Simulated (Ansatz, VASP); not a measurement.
# Two plane-wave programs on Zn4S

```
CELL_PARAMETERS angstrom
4.49500 0.00000 0.00000
0.00000 4.49500 0.00000
0.00000 0.00000 4.49500
ATOMIC_POSITIONS crystal
Zn 0.29688 0.29688 0.29688
Zn 0.70312 0.70312 0.29688
Zn 0.70312 0.29688 0.70312
Zn 0.29688 0.70312 0.70312
S 0.00000 0.00000 0.00000
```

Alike in both runs: functional PBE; k mesh 8 × 8 × 8; occupations gaussian, width 0.1 eV; no spin polarisation.

Ansatz relaxed the structure, and its values are those at the end. VASP's run is a single point on that final structure, the one shown.

|  | VASP | Ansatz |
| --- | --- | --- |
| version | VASP 6.6.1 | Ansatz 0.2.0 |
| potentials or method | VASP PAW PBE potentials, release 64 (Zn, S), cutoff 520 eV | scalar-relativistic, plane waves, PAW |
| valence electrons in the cell | 54 | 54 |

|  | VASP | Ansatz | Ansatz less VASP |
| --- | --- | --- | --- |
| gap on the k mesh at the Fermi level (eV) | none | none | - |
| pressure (GPa) | 0.2 | 0.0 | -0.24 |

A gap of «none» marks a metal or a gap that the smearing closes. With one functional, cell and mesh, what is left measures potentials, basis and numerics.
